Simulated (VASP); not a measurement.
# SrO (Fm-3m) in VASP: a series of runs, part 2 of 2

VASP 6.6.1. The steps go on from the part before.

### 5 Single point, r2SCAN

The input, POSCAR:

```
SrO
1.0
    0.0000000000      2.5798923266      2.5798923266
    2.5798923266      0.0000000000      2.5798923266
    2.5798923266      2.5798923266      0.0000000000
Sr O
1 1
Direct
    0.0000000000      0.0000000000      0.0000000000
    0.5000000000      0.5000000000      0.5000000000
```

The input, INCAR.step1:

```
PREC = Accurate
ENCUT = 520
ISMEAR = 0
SIGMA = 0.01
LREAL = False
LASPH = True
NELM = 80
NBANDS = 15
GGA = PE
ALGO = Normal
EDIFF = 1E-4
LWAVE = True
LCHARG = False
```

The input, INCAR.step2:

```
PREC = Accurate
ENCUT = 520
EDIFF = 1E-6
ISMEAR = 0
SIGMA = 0.01
LREAL = False
LASPH = True
NELM = 80
ALGO = Normal
ISIF = 2
LWAVE = False
LCHARG = False
METAGGA = R2SCAN
LMIXTAU = True
NBANDS = 15
ISTART = 1
```

The input, KPOINTS:

```
regular mesh
0
Gamma
  6 6 6
```

Potentials or basis: VASP PAW PBE potentials, release 64 (Sr_sv, O).

The run is started by

```
$ cat potpaw_PBE.64/Sr_sv/POTCAR potpaw_PBE.64/O/POTCAR > POTCAR
$ cp INCAR.step1 INCAR
$ mpirun -np 1 vasp_std > vasp.out
$ cp INCAR.step2 INCAR
$ mpirun -np 1 vasp_std > vasp.out
```

OUTCAR:

```text
PREC = Accurate
   ENCUT = 520
   EDIFF = 1E-6
   ISMEAR = 0
   LREAL = False
   LASPH = True
   NELM = 80
   ISIF = 2
   METAGGA = R2SCAN
   ISTART = 1

 ion  position               nearest neighbor table
   1  0.000  0.000  0.000-   2 2.58   2 2.58   2 2.58   2 2.58   2 2.58   2 2.58
   2  0.500  0.500  0.500-   1 2.58   1 2.58   1 2.58   1 2.58   1 2.58   1 2.58

  LATTYP: Found a face centered cubic cell.
 ALAT       =     5.1597846532

  Lattice vectors:

 A1 = (   0.0000000000,   2.5798923266,   2.5798923266)
 A2 = (   2.5798923266,   0.0000000000,   2.5798923266)
 A3 = (   2.5798923266,   2.5798923266,   0.0000000000)

Analysis of symmetry for initial positions (statically):
=====================================================================
 Subroutine PRICEL returns:
 Original cell was already a primitive cell.

 Routine SETGRP: Setting up the symmetry group for a
 face centered cubic supercell.

 Subroutine GETGRP returns: Found 48 space group operations
 (whereof 48 operations were pure point group operations)
 out of a pool of 48 trial point group operations.

The static configuration has the point symmetry O_h .

Analysis of symmetry for dynamics (positions and initial velocities):
=====================================================================
 Subroutine PRICEL returns:
 Original cell was already a primitive cell.

 Routine SETGRP: Setting up the symmetry group for a
 face centered cubic supercell.

 Subroutine GETGRP returns: Found 48 space group operations
 (whereof 48 operations were pure point group operations)
 out of a pool of 48 trial point group operations.

The dynamic configuration has the point symmetry O_h .

 Subroutine INISYM returns: Found 48 space group operations
 (whereof 48 operations are pure point group operations),
 and found     1 'primitive' translations

----------------------------------------------------------------------------------------

                                     Primitive cell

  volume of cell :      34.3427

  direct lattice vectors                    reciprocal lattice vectors
     0.000000000  2.579892327  2.579892327    -0.193806538  0.193806538  0.193806538
     2.579892327  0.000000000  2.579892327     0.193806538 -0.193806538  0.193806538
     2.579892327  2.579892327  0.000000000     0.193806538  0.193806538 -0.193806538

  length of vectors
     3.648518718  3.648518718  3.648518718     0.335682770  0.335682770  0.335682770

  position of ions in fractional coordinates (direct lattice)
     0.000000000  0.000000000  0.000000000
     0.500000000  0.500000000  0.500000000

  ion indices of the primitive-cell ions
   primitive index   ion index
                 1           1
                 2           2

----------------------------------------------------------------------------------------

 KPOINTS: regular mesh

Automatic generation of k-mesh.
 Grid dimensions read from file:
 generate k-points for:    6    6    6

 Generating k-lattice:

  Cartesian coordinates                     Fractional coordinates (reciprocal lattice)
    -0.032301090  0.032301090  0.032301090     0.166666667  0.000000000  0.000000000
     0.032301090 -0.032301090  0.032301090     0.000000000  0.166666667  0.000000000
     0.032301090  0.032301090 -0.032301090     0.000000000  0.000000000  0.166666667

  Length of vectors
[... 29 lines left out ...]
   number of dos      NEDOS =    301   number of ions     NIONS =      2
   total plane-waves  NPLWV =  21952
   dimension x,y,z NGX =    28 NGY =   28 NGZ =   28
   dimension x,y,z NGXF=    56 NGYF=   56 NGZF=   56
   ions per type =               1   1
   NGX,Y,Z   is equivalent  to a cutoff of  12.76, 12.76, 12.76 a.u.
   NGXF,Y,Z  is equivalent  to a cutoff of  25.52, 25.52, 25.52 a.u.
 SYSTEM =  unknown system
   PREC   = accura    normal or accurate (medium, high low for compatibility)
   ISTART =      1    job   : 0-new  1-cont  2-samecut
   ICHARG =      0    charge: 1-file 2-atom 10-const
   ISPIN  =      1    spin polarized calculation?
   LNONCOLLINEAR =      F non collinear calculations
   LSORBIT =      F    spin-orbit coupling
   LASPH  =      T    aspherical Exc in radial PAW
   ENCUT  =  520.0 eV  38.22 Ry    6.18 a.u.   6.78  6.78  6.78*2*pi/ulx,y,z
   NELM   =     80;   NELMIN=  2; NELMDL=  0     # of ELM steps
   EDIFF  = 0.1E-05   stopping-criterion for ELM
   LREAL  =      F    real-space projection
   EDIFFG = 0.1E-04   stopping-criterion for IOM
   NSW    =      0    number of steps for IOM
   IBRION =     -1    ionic relax: 0-MD 1-quasi-New 2-CG
   NFREE  =      0    steps in history (QN), initial steepest desc. (CG)
   ISIF   =      2    stress and relaxation
   ISYM   =      2    0-nonsym 1-usesym 2-fastsym
   POTIM  = 0.5000    time-step for ionic-motion
   TEBEG  =    0.0;   TEEND  =   0.0 temperature during run
   PSTRESS=    0.0 pullay stress
   NELECT =      16.0000    total number of electrons
   NUPDOWN=      -1.0000    fix difference up-down
   EMIN   =  10.00;   EMAX   =-10.00  energy-range for DOS
   EFERMI =   0.00;   METHOD = LEGACY
   ISMEAR =     0;   SIGMA  =   0.01  broadening in eV -4-tet -1-fermi 0-gaus
   EFERMI_NEDOS =   21; number of points for ismear=-14 and -15
   IALGO  =     38    algorithm
   IMIX   =      4    mixing-type and parameters
     AMIX     =   0.40;   BMIX     =  1.00
     AMIX_MAG =   1.60;   BMIX_MAG =  1.00
  volume/ion in A,a.u.               =      17.17       115.88
  Fermi-wavevector in a.u.,A,eV,Ry     =   1.269122  2.398292 21.914492  1.610670
  Thomas-Fermi vector in A             =   2.402180
   LORBIT       =      0    0 simple, 1 ext, 2 COOP (PROOUT), +10 PAW based schemes
   METAGGA = R2SCAN    functional components
   LHFCALC =     F    Hartree Fock is set to
   AEXX    =    0.0000 exact exchange contribution
   IVDW    =     0    specifies the selected vdW correction
   LEPSILON=     F    determine dielectric tensor
   LRPA    =     F    only Hartree local field effects (RPA)
 non-spin polarized calculation
 Gauss-broadening in eV      SIGMA  =   0.01
  energy-cutoff  :      520.00
  volume of cell :       34.34
 maximum number of plane-waves:       941
   NGX = 13   NGY = 13   NGZ = 13

 number of electron      15.9999998 magnetization

 Free energy of the ion-electron system (eV)
  ---------------------------------------------------
  ext. energy  EPLUGINS =         0.00000000
  ---------------------------------------------------
  free energy    TOTEN  =       -27.05563368 eV

  energy without entropy =      -27.05563368  energy(sigma->0) =      -27.05563368

 E-fermi :   1.4160     XC(G=0): -10.5327

 val. band max:        1.2941182183   @ k =   0.0000   0.0000   0.0000
 cond. band min:       5.0416266617   @ k =   0.5000   0.5000   0.0000
 fundamental gap:      3.7475084434
 Fermi energy:         1.4160107883

 k-point     1 :       0.0000    0.0000    0.0000
  band No.  band energies     occupation
      1     -32.2154      2.00000
      2     -14.7212      2.00000
      3     -13.2492      2.00000
      4     -13.2492      2.00000
      5     -13.2492      2.00000
      6       1.2941      2.00000
      7       1.2941      2.00000
      8       1.2941      2.00000
      9       5.8762      0.00000
     10       8.0478      0.00000
     11       8.0478      0.00000
     12       8.0478      0.00000
     13      10.3455      0.00000
     14      10.3455      0.00000
[... 257 lines left out ...]
      2     -15.1764      2.00000
      3     -14.0240      2.00000
      4     -13.7438      2.00000
      5     -12.9543      2.00000
      6       0.4316      2.00000
      7       0.8266      2.00000
      8       0.9605      2.00000
      9       6.4261      0.00000
     10       9.4101      0.00000
     11      10.3807      0.00000
     12      12.9321      0.00000
     13      12.9761      0.00000
     14      15.2303      0.00000
     15      15.4468      0.00000

------------------------ aborting loop because EDIFF is reached ----------------------------------------

  FORCE on cell =-STRESS in cart. coord.  units (eV):
  Direction    XX          YY          ZZ          XY          YZ          ZX
  --------------------------------------------------------------------------------------
  -------------------------------------------------------------------------------------
  Total        0.1129039      0.1129039      0.1129039     -0.0000000      0.0000000     -0.0000000
  in kB        5.2672612      5.2672612      5.2672612     -0.0000000      0.0000000     -0.0000000
  external PRESSURE =       5.2672612 kB  Pullay stress =       0.0000000 kB

 VOLUME and BASIS-vectors are now :
 -----------------------------------------------------------------------------
  energy-cutoff  :      520.00
  volume of cell :       34.34
      direct lattice vectors                 reciprocal lattice vectors
     0.000000000  2.579892327  2.579892327    -0.193806538  0.193806538  0.193806538
     2.579892327  0.000000000  2.579892327     0.193806538 -0.193806538  0.193806538
     2.579892327  2.579892327  0.000000000     0.193806538  0.193806538 -0.193806538

 POSITION                                       TOTAL-FORCE (eV/Angst)
 -----------------------------------------------------------------------------------
      0.00000      0.00000      0.00000         0.000000      0.000000      0.000000
      2.57989      2.57989      2.57989         0.000000      0.000000     -0.000000
 -----------------------------------------------------------------------------------
    total drift:                                0.000000      0.000000      0.000000

  FREE ENERGIE OF THE ION-ELECTRON SYSTEM (eV)
  ---------------------------------------------------
  free  energy   TOTEN  =       -27.0556336781 eV

  energy  without entropy=      -27.0556336781  energy(sigma->0) =      -27.05563368
```

OUTCAR.step1:

```text
PREC = Accurate
   ENCUT = 520
   ISMEAR = 0
   LREAL = False
   LASPH = True
[... 498 lines left out ...]
      0.00000      0.00000      0.00000         0.000000     -0.000000      0.000000
      2.57989      2.57989      2.57989         0.000000      0.000000     -0.000000
 -----------------------------------------------------------------------------------
    total drift:                                0.000000      0.000000      0.000000

  FREE ENERGIE OF THE ION-ELECTRON SYSTEM (eV)
  ---------------------------------------------------
  free  energy   TOTEN  =       -12.0478327388 eV

  energy  without entropy=      -12.0478327388  energy(sigma->0) =      -12.04783274
```

OSZICAR.step1:

```text
N       E                     dE             d eps       ncg     rms          rms(c)
DAV:   1     0.693027559051E+02    0.69303E+02   -0.84437E+03   480   0.105E+03
DAV:   2    -0.110941964858E+02   -0.80397E+02   -0.74166E+02   671   0.220E+02
DAV:   3    -0.141823781939E+02   -0.30882E+01   -0.30761E+01   628   0.394E+01
DAV:   4    -0.142477949943E+02   -0.65417E-01   -0.65414E-01   614   0.550E+00
DAV:   5    -0.142490894002E+02   -0.12944E-02   -0.12944E-02   608   0.537E-01    0.161E+01
DAV:   6    -0.121992143155E+02    0.20499E+01   -0.67270E+00   487   0.194E+01    0.190E+01
DAV:   7    -0.120566618324E+02    0.14255E+00   -0.30443E-01   557   0.487E+00    0.110E+01
DAV:   8    -0.120458530045E+02    0.10809E-01   -0.11876E-01   627   0.344E+00    0.427E-01
DAV:   9    -0.120472127651E+02   -0.13598E-02   -0.58662E-03   606   0.482E-01    0.233E-01
DAV:  10    -0.120476650023E+02   -0.45224E-03   -0.42853E-04   522   0.194E-01    0.883E-02
DAV:  11    -0.120478143383E+02   -0.14934E-03   -0.14938E-04   500   0.898E-02    0.283E-02
DAV:  12    -0.120478327388E+02   -0.18400E-04   -0.27249E-05   394   0.392E-02
   1 F= -.12047833E+02 E0= -.12047833E+02  d E =-.215702E-66
```

It took 25 s on 1 thread of Intel Xeon 6975P-C (Granite Rapids), shared host; peak memory 0.16 GiB.

What came out:

- Free energy: -27.0556 eV
- Pressure: 0.5 GPa
- Band gap on the k mesh: 3.75 eV, indirect (least direct gap 3.84 eV)

Caveat: the PAW data sets were made with another functional, which shifts forces and pressure a little. r2SCAN opens gaps a little over a GGA but as a rule still falls short of measured ones.

### 6 Single point, HSE06

POSCAR is that of step 5.

The input, INCAR.step1:

```
SYSTEM = SrO
PREC = Accurate
ENCUT = 520
EDIFF = 1E-5
ISMEAR = 0
SIGMA = 0.01
LREAL = .FALSE.
LASPH = .TRUE.
NELM = 60
ALGO = Normal
ISIF = 2
LWAVE = .TRUE.
LCHARG = .FALSE.
GGA = PE
NBANDS = 15
```

The input, INCAR.step2:

```
SYSTEM = SrO
PREC = Accurate
ENCUT = 520
EDIFF = 1E-7
ISMEAR = 0
SIGMA = 0.01
LREAL = .FALSE.
LASPH = .TRUE.
NELM = 60
ALGO = Normal
ISIF = 2
LWAVE = .FALSE.
LCHARG = .FALSE.
GGA = PE
LHFCALC = .TRUE.
HFSCREEN = 0.2079
PRECFOCK = Normal
ISTART = 1
NBANDS = 15
```

The input, KPOINTS:

```
regular mesh
0
G
  6 6 6
  0 0 0
```

Potentials or basis: VASP PAW PBE potentials, release 64 (Sr_sv, O).

The run is started by

```
$ cat potpaw_PBE.64/Sr_sv/POTCAR potpaw_PBE.64/O/POTCAR > POTCAR
$ cp INCAR.step1 INCAR
$ mpirun -np 1 vasp_std > vasp.out
$ cp INCAR.step2 INCAR
$ mpirun -np 1 vasp_std > vasp.out
```

Wall time 31 min (1 thread of AMD EPYC 9R45 (Zen 5), shared host); peak memory 0.25 GiB.

The run converged. Its results:

```yaml
Free_energy: -14.1836 eV
Pressure: 0.2 GPa
Band_gap_on_the_k_mesh: 4.74 eV, indirect (least direct gap 4.85 eV)
```

Levels at points of the mesh, in eV from the valence-band top:
```
           k point  band 4  band 5  band 6  band 7  band 8  band 9  band 10  band 11  band 12  band 13
(0.00, 0.00, 0.00)  -14.73  -14.73    0.00    0.00    0.00    5.39     7.85     7.85     7.85    10.07
(0.50, 0.00, 0.00)  -14.80  -13.74   -2.24   -1.18   -1.18    8.20     9.90    10.65    10.65    13.87
(0.50, 0.50, 0.00)  -15.10  -15.10   -0.50   -0.11   -0.11    4.74     9.48    11.97    12.06    12.98
```

Caveat: the PAW data sets were made with another functional, which shifts forces and pressure a little. A k mesh can miss the band edges.

### 7 The runs side by side

| level | grid for exact exchange (PRECFOCK) | screening parameter | gap on the mesh (eV) | pressure (GPa) |
| --- | --- | --- | --- | --- |
| PBE | - | - | 3.27 | 2.4 |
| r2SCAN | - | - | 3.75 | 0.5 |
| HSE06 | Normal | 0.2079 1/Å | 4.74 | 0.2 |

Alike in all rows: task single point; potentials or basis VASP PAW PBE potentials, release 64 (Sr_sv, O); no spin polarisation; cell as given; k mesh 6 × 6 × 6; cutoff (eV) 520; smearing gaussian 0.01 eV.

On the cell as given the gap runs from 3.27 eV (PBE) to 4.74 eV (HSE06). The pressure there spans 0.2 GPa (HSE06) to 2.4 GPa (PBE); a positive pressure means that this level wants a larger cell, a negative one a smaller.

Caveats: the PAW data sets were made with another functional, which shifts forces and pressure a little (some runs).

Absolute energies hang on the potentials; compare differences alone.
